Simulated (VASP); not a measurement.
# ZnS (F-43m) in VASP: a series of runs

The runs below take ZnS through single point, with PBE.

Program: VASP 6.6.1. These are calculated values, not measurements. Logs are shortened: lines on timing, memory, paths and dates and some standing lists are left out, and cuts for length are marked.

**The experiment to reproduce.**

“Electronic, vibrational, and thermodynamic properties of ZnS (zincblende and rocksalt structure)”, 2009, arxiv:0911.5022 quotes, for a bulk crystal of ZnS at 19 K: band gap 3.85 eV (direct).

The results are compared with them further down.

## 1. The cell of the first run

It takes space group F-43m (No. 216, cubic). Conventional cell: a = 5.404 Å, b = 5.404 Å, c = 5.404 Å, α = 90.00°, β = 90.00°, γ = 90.00°. Zn (site symmetry -43m) has 4 S at 2.34 Å within 3.1 Å. Within 3.1 Å of S (site symmetry -43m) lie 4 Zn at 2.34 Å.

## 2. Single point, PBE

The input, INCAR:

```
SYSTEM = ZnS
  PREC = Accurate
  ENCUT = 500
  EDIFF = 1E-6
  ISMEAR = -1
  SIGMA = 0.1
  LREAL = .FALSE.
  LASPH = .TRUE.
  NELM = 120
  ALGO = Normal
  ISIF = 2
  LWAVE = .FALSE.
  LCHARG = .FALSE.
  GGA = PE
  NBANDS = 16
  GGA_COMPAT = .FALSE.
```

The input, KPOINTS:

```
regular mesh
0
G
  6 6 6
  0 0 0
```

The input, POSCAR:

```
ZnS
1.0
    0.0000000000      2.7020000000      2.7020000000
    2.7020000000      0.0000000000      2.7020000000
    2.7020000000      2.7020000000      0.0000000000
Zn S
1 1
Direct
    0.2500000000      0.2500000000      0.2500000000
    0.0000000000      0.0000000000      0.0000000000
```

Potentials or basis: VASP PAW PBE potentials, release 64 (Zn, S).

Started as:

```
$ cat potpaw_PBE.64/Zn/POTCAR potpaw_PBE.64/S/POTCAR > POTCAR
$ mpirun -np 1 vasp_std > vasp.out
```

OUTCAR:

```text
SYSTEM = ZnS
   PREC = Accurate
   ENCUT = 500
   EDIFF = 1E-6
   ISMEAR = -1
   LREAL = .FALSE.
   LASPH = .TRUE.
   NELM = 120
   ISIF = 2
   GGA = PE

 ion  position               nearest neighbor table
   1  0.250  0.250  0.250-   2 2.34   2 2.34   2 2.34   2 2.34
   2  0.000  0.000  0.000-   1 2.34   1 2.34   1 2.34   1 2.34

  LATTYP: Found a face centered cubic cell.
 ALAT       =     5.4040000000

  Lattice vectors:

 A1 = (   0.0000000000,   2.7020000000,   2.7020000000)
 A2 = (   2.7020000000,   0.0000000000,   2.7020000000)
 A3 = (   2.7020000000,   2.7020000000,   0.0000000000)

Analysis of symmetry for initial positions (statically):
=====================================================================
 Subroutine PRICEL returns:
 Original cell was already a primitive cell.

 Routine SETGRP: Setting up the symmetry group for a
 face centered cubic supercell.

 Subroutine GETGRP returns: Found 24 space group operations
 (whereof 24 operations were pure point group operations)
 out of a pool of 48 trial point group operations.

The static configuration has the point symmetry T_d .

Analysis of symmetry for dynamics (positions and initial velocities):
=====================================================================
 Subroutine PRICEL returns:
 Original cell was already a primitive cell.

 Routine SETGRP: Setting up the symmetry group for a
 face centered cubic supercell.

 Subroutine GETGRP returns: Found 24 space group operations
 (whereof 24 operations were pure point group operations)
 out of a pool of 48 trial point group operations.

The dynamic configuration has the point symmetry T_d .

 Subroutine INISYM returns: Found 24 space group operations
 (whereof 24 operations are pure point group operations),
 and found     1 'primitive' translations

----------------------------------------------------------------------------------------

                                     Primitive cell

  volume of cell :      39.4535

  direct lattice vectors                    reciprocal lattice vectors
     0.000000000  2.702000000  2.702000000    -0.185048113  0.185048113  0.185048113
     2.702000000  0.000000000  2.702000000     0.185048113 -0.185048113  0.185048113
     2.702000000  2.702000000  0.000000000     0.185048113  0.185048113 -0.185048113

  length of vectors
     3.821205046  3.821205046  3.821205046     0.320512733  0.320512733  0.320512733

  position of ions in fractional coordinates (direct lattice)
     0.250000000  0.250000000  0.250000000
     0.000000000  0.000000000  0.000000000

  ion indices of the primitive-cell ions
   primitive index   ion index
                 1           1
                 2           2

----------------------------------------------------------------------------------------

 KPOINTS: regular mesh

Automatic generation of k-mesh.
 Grid dimensions read from file:
 generate k-points for:    6    6    6

 Generating k-lattice:

  Cartesian coordinates                     Fractional coordinates (reciprocal lattice)
    -0.030841352  0.030841352  0.030841352     0.166666667  0.000000000  0.000000000
     0.030841352 -0.030841352  0.030841352     0.000000000  0.166666667  0.000000000
     0.030841352  0.030841352 -0.030841352     0.000000000  0.000000000  0.166666667

  Length of vectors
     0.053418789  0.053418789  0.053418789

  Shift w.r.t. Gamma in fractional coordinates (k-lattice)
     0.000000000  0.000000000  0.000000000

 Subroutine IBZKPT returns following result:
 ===========================================

 Found     16 irreducible k-points:

 Following reciprocal coordinates:
            Coordinates               Weight
  0.000000  0.000000  0.000000      1.000000
  0.166667  0.000000  0.000000      8.000000
  0.333333  0.000000  0.000000      8.000000
  0.500000  0.000000  0.000000      4.000000
  0.166667  0.166667  0.000000      6.000000
  0.333333  0.166667  0.000000     24.000000
[... 8 lines left out ...]
 -0.333333  0.333333  0.166667     24.000000
 -0.333333  0.500000  0.166667     12.000000
   k-points           NKPTS =     16   k-points in BZ     NKDIM =     16   number of bands    NBANDS=     16
   number of dos      NEDOS =    301   number of ions     NIONS =      2
   total plane-waves  NPLWV =  21952
   dimension x,y,z NGX =    28 NGY =   28 NGZ =   28
   dimension x,y,z NGXF=    56 NGYF=   56 NGZF=   56
   ions per type =               1   1
   NGX,Y,Z   is equivalent  to a cutoff of  12.18, 12.18, 12.18 a.u.
   NGXF,Y,Z  is equivalent  to a cutoff of  24.36, 24.36, 24.36 a.u.
 SYSTEM =  ZnS
   PREC   = accura    normal or accurate (medium, high low for compatibility)
   ISTART =      0    job   : 0-new  1-cont  2-samecut
   ICHARG =      2    charge: 1-file 2-atom 10-const
   ISPIN  =      1    spin polarized calculation?
   LNONCOLLINEAR =      F non collinear calculations
   LSORBIT =      F    spin-orbit coupling
   LASPH  =      T    aspherical Exc in radial PAW
   ENCUT  =  500.0 eV  36.75 Ry    6.06 a.u.   6.97  6.97  6.97*2*pi/ulx,y,z
   NELM   =    120;   NELMIN=  2; NELMDL= -5     # of ELM steps
   EDIFF  = 0.1E-05   stopping-criterion for ELM
   LREAL  =      F    real-space projection
   EDIFFG = 0.1E-04   stopping-criterion for IOM
   NSW    =      0    number of steps for IOM
   IBRION =     -1    ionic relax: 0-MD 1-quasi-New 2-CG
   NFREE  =      0    steps in history (QN), initial steepest desc. (CG)
   ISIF   =      2    stress and relaxation
   ISYM   =      2    0-nonsym 1-usesym 2-fastsym
   POTIM  = 0.5000    time-step for ionic-motion
   TEBEG  =    0.0;   TEEND  =   0.0 temperature during run
   PSTRESS=    0.0 pullay stress
   NELECT =      18.0000    total number of electrons
   NUPDOWN=      -1.0000    fix difference up-down
   EMIN   =  10.00;   EMAX   =-10.00  energy-range for DOS
   EFERMI =   0.00;   METHOD = LEGACY
   ISMEAR =    -1;   SIGMA  =   0.10  broadening in eV -4-tet -1-fermi 0-gaus
   EFERMI_NEDOS =   21; number of points for ismear=-14 and -15
   IALGO  =     38    algorithm
   IMIX   =      4    mixing-type and parameters
     AMIX     =   0.40;   BMIX     =  1.00
     AMIX_MAG =   1.60;   BMIX_MAG =  1.00
  volume/ion in A,a.u.               =      19.73       133.12
  Fermi-wavevector in a.u.,A,eV,Ry     =   1.260290  2.381602 21.610537  1.588330
  Thomas-Fermi vector in A             =   2.393807
   LORBIT       =      0    0 simple, 1 ext, 2 COOP (PROOUT), +10 PAW based schemes
   GGA     = PE    functional components
   LHFCALC =     F    Hartree Fock is set to
   AEXX    =    0.0000 exact exchange contribution
   IVDW    =     0    specifies the selected vdW correction
   LEPSILON=     F    determine dielectric tensor
   LRPA    =     F    only Hartree local field effects (RPA)
 non-spin polarized calculation
  energy-cutoff  :      500.00
  volume of cell :       39.45
 maximum number of plane-waves:      1018
   NGX = 13   NGY = 13   NGZ = 13

 number of electron      18.0000000 magnetization

 Free energy of the ion-electron system (eV)
  ---------------------------------------------------
  ext. energy  EPLUGINS =         0.00000000
  ---------------------------------------------------
  free energy    TOTEN  =        -6.84398080 eV

  energy without entropy =       -6.84397955  energy(sigma->0) =       -6.84398017

 E-fermi :   3.2430     XC(G=0):  -9.6293

 val. band max:        2.1093328109   @ k =   0.0000   0.0000   0.0000
 cond. band min:       4.2223852814   @ k =   0.0000   0.0000   0.0000
 fundamental gap:      2.1130524705
 Fermi energy:         3.2429637393

 k-point     1 :       0.0000    0.0000    0.0000
  band No.  band energies     occupation
      1     -11.0309      2.00000
      2      -4.2318      2.00000
      3      -4.2318      2.00000
      4      -4.2318      2.00000
      5      -3.7339      2.00000
      6      -3.7339      2.00000
[... 8 lines left out ...]
     15      13.8711      0.00000
     16      13.9787      0.00000

 k-point     2 :       0.1667    0.0000    0.0000
  band No.  band energies     occupation
      1     -10.8285      2.00000
      2      -4.2246      2.00000
      3      -4.1966      2.00000
      4      -4.1966      2.00000
      5      -3.7358      2.00000
      6      -3.7358      2.00000
[... 8 lines left out ...]
     15      13.0852      0.00000
     16      14.8124      0.00000

 k-point     3 :       0.3333    0.0000    0.0000
  band No.  band energies     occupation
      1     -10.3693      2.00000
      2      -4.1378      2.00000
      3      -4.1378      2.00000
      4      -4.0672      2.00000
      5      -3.7221      2.00000
      6      -3.7221      2.00000
[... 8 lines left out ...]
     15      13.6947      0.00000
     16      13.9757      0.00000

 k-point     4 :       0.5000    0.0000    0.0000
  band No.  band energies     occupation
      1     -10.1036      2.00000
      2      -4.1169      2.00000
      3      -4.1169      2.00000
      4      -3.7036      2.00000
      5      -3.7036      2.00000
      6      -3.5311      2.00000
[... 8 lines left out ...]
     15      15.5166      0.00000
     16      15.5166      0.00000

 k-point     5 :       0.1667    0.1667    0.0000
  band No.  band energies     occupation
      1     -10.7608      2.00000
      2      -4.2629      2.00000
      3      -4.1634      2.00000
      4      -4.1634      2.00000
      5      -3.7605      2.00000
      6      -3.7151      2.00000
[... 8 lines left out ...]
     15      14.2252      0.00000
     16      16.1052      0.00000

 k-point     6 :       0.3333    0.1667    0.0000
  band No.  band energies     occupation
      1     -10.3830      2.00000
      2      -4.2189      2.00000
      3      -4.0929      2.00000
      4      -4.0782      2.00000
      5      -3.7527      2.00000
      6      -3.6988      2.00000
[... 8 lines left out ...]
     15      14.6622      0.00000
     16      16.1139      0.00000

 k-point     7 :       0.5000    0.1667    0.0000
  band No.  band energies     occupation
      1     -10.0343      2.00000
      2      -4.1237      2.00000
      3      -4.0625      2.00000
      4      -3.8321      2.00000
      5      -3.6981      2.00000
      6      -3.5759      2.00000
[... 8 lines left out ...]
     15      15.5574      0.00000
     16      16.1387      0.00000

 k-point     8 :      -0.3333    0.1667    0.0000
  band No.  band energies     occupation
      1     -10.1235      2.00000
      2      -4.1122      2.00000
      3      -4.0864      2.00000
      4      -3.8996      2.00000
      5      -3.7365      2.00000
      6      -3.6693      2.00000
[... 8 lines left out ...]
     15      15.1515      0.00000
     16      16.2433      0.00000

 k-point     9 :      -0.1667    0.1667    0.0000
  band No.  band energies     occupation
      1     -10.5366      2.00000
      2      -4.1862      2.00000
      3      -4.1526      2.00000
      4      -4.1358      2.00000
      5      -3.7547      2.00000
      6      -3.7096      2.00000
[... 8 lines left out ...]
     15      14.0875      0.00000
     16      16.4893      0.00000

 k-point    10 :       0.3333    0.3333    0.0000
  band No.  band energies     occupation
      1     -10.1472      2.00000
      2      -4.2786      2.00000
      3      -3.9953      2.00000
      4      -3.9953      2.00000
      5      -3.7442      2.00000
      6      -3.6774      2.00000
[... 8 lines left out ...]
     15      15.1496      0.00000
     16      19.2431      0.00000

 k-point    11 :       0.5000    0.3333    0.0000
  band No.  band energies     occupation
      1      -9.8789      2.00000
      2      -4.1955      2.00000
      3      -3.9469      2.00000
      4      -3.9071      2.00000
      5      -3.6784      2.00000
      6      -3.5515      2.00000
[... 8 lines left out ...]
     15      15.7507      0.00000
     16      16.9815      0.00000

 k-point    12 :      -0.3333    0.3333    0.0000
  band No.  band energies     occupation
      1      -9.8701      2.00000
      2      -4.1227      2.00000
      3      -3.9896      2.00000
      4      -3.7923      2.00000
      5      -3.7189      2.00000
      6      -3.4547      2.00000
[... 8 lines left out ...]
     15      13.8037      0.00000
     16      18.6273      0.00000

 k-point    13 :       0.5000    0.5000    0.0000
  band No.  band energies     occupation
      1      -9.7915      2.00000
      2      -4.2584      2.00000
      3      -3.8891      2.00000
      4      -3.8891      2.00000
      5      -3.6585      2.00000
      6      -3.5175      2.00000
[... 8 lines left out ...]
     15      15.8253      0.00000
     16      16.6502      0.00000

 k-point    14 :       0.5000    0.3333    0.1667
  band No.  band energies     occupation
      1     -10.0508      2.00000
      2      -4.1393      2.00000
      3      -4.0525      2.00000
      4      -3.9352      2.00000
      5      -3.7108      2.00000
      6      -3.6587      2.00000
[... 8 lines left out ...]
     15      16.0630      0.00000
     16      16.6795      0.00000

 k-point    15 :      -0.3333    0.3333    0.1667
  band No.  band energies     occupation
      1      -9.8700      2.00000
      2      -4.0988      2.00000
      3      -4.0110      2.00000
      4      -3.7864      2.00000
      5      -3.7438      2.00000
      6      -3.4208      2.00000
[... 8 lines left out ...]
     15      15.8508      0.00000
     16      16.5339      0.00000

 k-point    16 :      -0.3333    0.5000    0.1667
  band No.  band energies     occupation
      1      -9.7871      2.00000
      2      -4.1400      2.00000
      3      -3.9379      2.00000
      4      -3.8502      2.00000
      5      -3.7109      2.00000
      6      -3.3796      2.00000
[... 8 lines left out ...]
     15      16.0175      0.00000
     16      16.9650      0.00000

------------------------ aborting loop because EDIFF is reached ----------------------------------------

  FORCE on cell =-STRESS in cart. coord.  units (eV):
  Direction    XX          YY          ZZ          XY          YZ          ZX
  --------------------------------------------------------------------------------------
  -------------------------------------------------------------------------------------
  Total        0.4353569      0.4353569      0.4353569      0.0000000      0.0000000      0.0000000
  in kB       17.6795003     17.6795003     17.6795003      0.0000000      0.0000000      0.0000000
  external PRESSURE =      17.6795003 kB  Pullay stress =       0.0000000 kB

 VOLUME and BASIS-vectors are now :
 -----------------------------------------------------------------------------
  energy-cutoff  :      500.00
  volume of cell :       39.45
      direct lattice vectors                 reciprocal lattice vectors
     0.000000000  2.702000000  2.702000000    -0.185048113  0.185048113  0.185048113
     2.702000000  0.000000000  2.702000000     0.185048113 -0.185048113  0.185048113
     2.702000000  2.702000000  0.000000000     0.185048113  0.185048113 -0.185048113

 POSITION                                       TOTAL-FORCE (eV/Angst)
 -----------------------------------------------------------------------------------
      1.35100      1.35100      1.35100         0.000000      0.000000      0.000000
      0.00000      0.00000      0.00000        -0.000000     -0.000000     -0.000000
 -----------------------------------------------------------------------------------
    total drift:                               -0.000000     -0.000000     -0.000000

  FREE ENERGIE OF THE ION-ELECTRON SYSTEM (eV)
  ---------------------------------------------------
  free  energy   TOTEN  =        -6.8439807964 eV

  energy  without entropy=       -6.8439795502  energy(sigma->0) =       -6.84398017
```

Run time: 22 s. Hardware: 1 thread of AMD EPYC 7R13, shared host; peak memory 0.12 GiB.

Results:

| Item | Value |
| --- | --- |
| Free energy | -6.8440 eV |
| Pressure | 1.8 GPa |
| Band gap on the k mesh | 2.11 eV, direct |

## 3. Single point, PBE

This run uses another cell than the first one, of 20.52 Å³/atom, 1.040 times its volume.

The input, INCAR:

```
SYSTEM = ZnS
PREC = Accurate ; ENCUT = 500
EDIFF = 1E-6 ; ISMEAR = -1
SIGMA = 0.1 ; LREAL = .FALSE.
LASPH = .TRUE. ; NELM = 120
ALGO = Normal ; ISIF = 2
LWAVE = .FALSE. ; LCHARG = .TRUE.
GGA = PE ; LELF = .TRUE.
LVHAR = .TRUE. ; NBANDS = 16
GGA_COMPAT = .FALSE.
```

KPOINTS is that of step 2.

The input, POSCAR:

```
ZnS
1.0
    0.0000000000      2.7375567091      2.7375567091
    2.7375567091      0.0000000000      2.7375567091
    2.7375567091      2.7375567091      0.0000000000
Zn S
1 1
Direct
    0.2500000000      0.2500000000      0.2500000000
    0.0000000000      0.0000000000      0.0000000000
```

Potentials or basis: VASP PAW PBE potentials, release 64 (Zn, S).

Started as:

```
$ cat potpaw_PBE.64/Zn/POTCAR potpaw_PBE.64/S/POTCAR > POTCAR
$ mpirun -np 1 vasp_std > vasp.out
```

It took 27 s on 1 thread of AMD EPYC 7R13, shared host; peak memory 0.12 GiB.

It converged, with:

```yaml
Free_energy: -6.8476 eV
Pressure: -1.0 GPa
Band_gap_on_the_k_mesh: 1.94 eV, direct
```

Levels at points of the mesh, in eV from the valence-band top:
```csv
k point,band 6,band 7,band 8,band 9,band 10,band 11,band 12,band 13
"(0.00, 0.00, 0.00)",-5.74,0.00,0.00,0.00,1.94,6.42,6.42,6.42
"(0.50, 0.00, 0.00)",-5.55,-5.04,-0.81,-0.81,3.23,6.94,6.94,8.72
"(0.50, 0.50, 0.00)",-5.54,-4.41,-2.08,-2.08,3.49,4.07,10.71,11.70
```

[end of part 1 of 2]
